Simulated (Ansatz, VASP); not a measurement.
**Nb: VASP beside Ansatz**

File INCAR:

```
PREC     = Accurate       # precision mode
ENCUT    = 500            # plane-wave cutoff, eV
EDIFF    = 1E-6           # SCF threshold, eV
ISMEAR   = -1             # smearing method
SIGMA    = 0.04           # smearing width, eV
LREAL    = F              # projectors in reciprocal space
LASPH    = T              # aspherical terms in the spheres
NELM     = 120            # most SCF steps
ALGO     = Normal         # electronic algorithm
ISIF     = 2              # what is computed and relaxed
LWAVE    = F              # write WAVECAR
LCHARG   = F              # write CHGCAR
GGA      = PE             # functional
NBANDS   = 12             # bands
GGA_COMPAT= F
```

Contents of KPOINTS:

```
Automatic mesh
0
Gamma
  7 7 7
```

POSCAR

```
Nb
1.0
   -1.6639500000      1.6639500000      1.6639500000
    1.6639500000     -1.6639500000      1.6639500000
    1.6639500000      1.6639500000     -1.6639500000
Nb
1
Direct
    0.0000000000      0.0000000000      0.0000000000
```

File input.yaml:

```yaml
crystal:
  lattice:
    - [-1.66395, 1.66395, 1.66395]
    - [1.66395, -1.66395, 1.66395]
    - [1.66395, 1.66395, -1.66395]
  atoms:
    - { symbol: Nb, position: [0.0, 0.0, 0.0] }
kpoints:
  mp_grid: { grid: [7, 7, 7] }
scf:
  occupations: { method: fermi_dirac, width: 0.04 }
hamiltonian:
  xc: pbe
  pseudopotentials: { kind: all_electron, lapw: { basis_error: 0.003 } }
output:
  forces: true
  stress: true
  eigenvalues: true
```

Alike in both runs: task single point; functional PBE; k mesh 7 × 7 × 7; occupations fermi-dirac, width 0.04 eV; no spin polarisation.

```csv
,VASP,Ansatz
version,VASP 6.6.1,Ansatz 0.2.0
potentials or method,"VASP PAW PBE potentials, release 64 (Nb_sv), cutoff 500 eV","all-electron LAPW, scalar-relativistic"
```

```csv
,VASP,Ansatz,Ansatz less VASP
gap on the k mesh at the Fermi level (eV),none,none,-
pressure (GPa),-2.3,-2.0,+0.31
```

A gap of «none» marks a metal or a gap that the smearing closes. Ansatz ran all-electron here, and VASP with PAW potentials.

The k mesh is coarse, so the values compare programs but aren't converged. Noted on Ansatz's run: the k mesh is thin for a metal, which can move the energy by tens of meV per atom.
